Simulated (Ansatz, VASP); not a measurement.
## Ta: VASP beside Ansatz

```xyz
1
Lattice="-1.5219 1.5219 2.0521 1.5219 -1.5219 2.0521 1.5219 1.5219 -2.0521" Properties=species:S:1:pos:R:3 pbc="T T T"
Ta    0.0000    0.0000    0.0000
```

Alike in both runs: task single point; functional PBE; k mesh 20 × 20 × 20; occupations gaussian, width 0.15 eV; no spin polarisation.

```csv
,VASP,Ansatz
version,VASP 6.6.1,Ansatz 0.2.0
potentials or method,"VASP PAW PBE potentials, release 64 (Ta_pv), cutoff 520 eV","scalar-relativistic, plane waves, PAW"
valence electrons in the cell,11,13
```

```csv
,VASP,Ansatz,Ansatz less VASP
gap on the k mesh at the Fermi level (eV),none,none,-
pressure (GPa),-2.2,-2.2,0.00
"traceless stress, the component that is largest in VASP (GPa)",-4.40,-4.38,+0.020
```

A gap of «none» marks a metal or a gap that the smearing closes. With one functional, cell and mesh, what is left measures potentials, basis and numerics. VASP's potentials hold 11 valence electrons a cell and Ansatz's 13, so a difference there can come from the potentials and not from the codes.

Spin-orbit coupling is off throughout.
